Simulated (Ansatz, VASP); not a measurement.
# One calculation of HfO2, two programs

File INCAR:

```
SYSTEM = HfO2
PREC = Accurate ; ENCUT = 520
EDIFF = 1E-6 ; ISMEAR = 0
SIGMA = 0.05 ; LREAL = .FALSE.
LASPH = .TRUE. ; NELM = 80
ALGO = Normal ; ISIF = 2
LWAVE = .FALSE. ; LCHARG = .TRUE.
GGA = PE ; LELF = .TRUE.
LVHAR = .TRUE. ; NBANDS = 18
```

Contents of KPOINTS:

```
regular mesh
0
G
  8 8 8
  0 0 0
```

The input POSCAR:

```
HfO2
1.0
   -0.0659947932      2.4464973348      2.4464973348
    2.4464973348     -0.0659947932      2.4464973348
    2.4464973348      2.4464973348     -0.0659947932
Hf O
1 2
Direct
    0.0000000000      0.0000000000      0.0000000000
    0.2500000000      0.2500000000      0.2500000000
    0.7500000000      0.7500000000      0.7500000000
```

Input for Ansatz:

```yaml
crystal:
  lattice:
    - [-0.0659947932, 2.4464973348, 2.4464973348]
    - [2.4464973348, -0.0659947932, 2.4464973348]
    - [2.4464973348, 2.4464973348, -0.0659947932]
  atoms:
    - { symbol: Hf, position: [0.0, 0.0, 0.0] }
    - { symbol: O, position: [0.25, 0.25, 0.25] }
    - { symbol: O, position: [0.75, 0.75, 0.75] }
basis:
  ecutwfc: 520.0
kpoints:
  mp_grid: { grid: [8, 8, 8] }
hamiltonian:
  xc: pbe
  pseudopotentials: { kind: paw, azcp: { folder: soft_1 } }
scf:
  occupations: { method: gaussian, width: 0.05 }
output:
  forces: true
  stress: true
  eigenvalues: true
```

Alike in both runs: task single point; functional PBE; k mesh 8 × 8 × 8; occupations gaussian, width 0.05 eV; no spin polarisation.

```csv
,VASP,Ansatz
version,VASP 6.6.1,Ansatz 0.2.0
potentials or method,"VASP PAW PBE potentials, release 64 (Hf_pv, O), cutoff 520 eV","scalar-relativistic, plane waves, PAW"
valence electrons in the cell,22,38
```

```csv
,VASP,Ansatz,Ansatz less VASP
gap on the k mesh at the Fermi level (eV),4.00,3.97,-0.035
least direct gap on the mesh (eV),4.00,3.97,-0.035
pressure (GPa),20.6,25.1,+4.51
"traceless stress, the component that is largest in VASP (GPa)",4.06,4.18,+0.117
rms of the force components (eV/Å),0.273,0.287,+0.0141
```

Atom by atom the forces differ by 0.014 eV/Å (rms over components). With one functional, cell and mesh, what is left measures potentials, basis and numerics. VASP's potentials hold 22 valence electrons a cell and Ansatz's 38, so a difference there can come from the potentials and not from the codes.

Neither program's run includes spin-orbit coupling.
